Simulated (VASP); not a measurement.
Here is a VASP 6.6.1 calculation.

POSCAR

```
Pt
1.0
    0.0000000000      1.9705765473      1.9705765473
    1.9705765473      0.0000000000      1.9705765473
    1.9705765473      1.9705765473      0.0000000000
Pt
1
Direct
    0.0000000000      0.0000000000      0.0000000000
```

File INCAR.step1:

```
SYSTEM = Pt
PREC = Accurate ; ENCUT = 520
ISMEAR = -1 ; SIGMA = 0.1
LREAL = .False. ; LASPH = .True.
NELM = 60 ; NBANDS = 11
GGA = PE ; ALGO = Normal
EDIFF = 1E-4 ; LWAVE = .True.
LCHARG = .False.
```

INCAR.step2

```
SYSTEM = Pt
PREC = Accurate ; ENCUT = 520
EDIFF = 1E-6 ; ISMEAR = -1
SIGMA = 0.1 ; LREAL = .False.
LASPH = .True. ; NELM = 60
ALGO = Normal ; ISIF = 2
LWAVE = .False. ; LCHARG = .False.
METAGGA = R2SCAN ; LMIXTAU = .True.
NBANDS = 11 ; ISTART = 1
```

Contents of KPOINTS:

```
regular mesh
0
Gamma
  8 8 8
  0 0 0
```

Potentials or basis: VASP PAW PBE potentials, release 64 (Pt).

The run is started by

```sh
$ cat potpaw_PBE.64/Pt/POTCAR > POTCAR
$ cp INCAR.step1 INCAR
$ mpirun -np 1 vasp_std > vasp.out
$ cp INCAR.step2 INCAR
$ mpirun -np 1 vasp_std > vasp.out
```

(1) Estimate the band gap on the k mesh.

(2) What does it give for the pressure?

## Answers

(1) zero (band 5 reaches 11.21 eV, above the bottom of band 6 at 8.90 eV).

(2) 0.4 GPa.

Caveat: the PAW data sets were made with another functional, which shifts forces and pressure a little; spin-orbit coupling is left out, which moves the levels of the heavy elements.
